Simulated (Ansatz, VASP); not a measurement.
BiTe in VASP and in Ansatz

```
CELL_PARAMETERS angstrom
0.00000 3.23500 3.23500
3.23500 0.00000 3.23500
3.23500 3.23500 0.00000
ATOMIC_POSITIONS crystal
Bi 0.50000 0.50000 0.50000
Te 0.00000 0.00000 0.00000
```

Alike in both runs: task relaxation of cell and atoms; functional PBE; k mesh 12 × 12 × 12; occupations gaussian, width 0.1 eV; no spin polarisation.

|  | VASP | Ansatz |
| --- | --- | --- |
| version | VASP 6.6.1 | Ansatz 0.2.0 |
| potentials or method | VASP PAW PBE potentials, release 64 (Bi_d, Te), cutoff 600 eV | scalar-relativistic, plane waves, PAW |
| valence electrons in the cell | 21 | 31 |

```tsv
	VASP	Ansatz	Ansatz less VASP
gap on the k mesh at the Fermi level, each at its own relaxed structure (eV)	none	none	-
relaxed volume (Å³/atom)	34.34	34.37	+0.028
relaxed cell length with the largest relative difference (Å)	4.597	4.598	+0.0012
```

A gap of «none» marks a metal or a gap that the smearing closes. VASP's potentials hold 21 valence electrons a cell and Ansatz's 31, so a difference there can come from the potentials and not from the codes.

Neither program's run includes spin-orbit coupling.
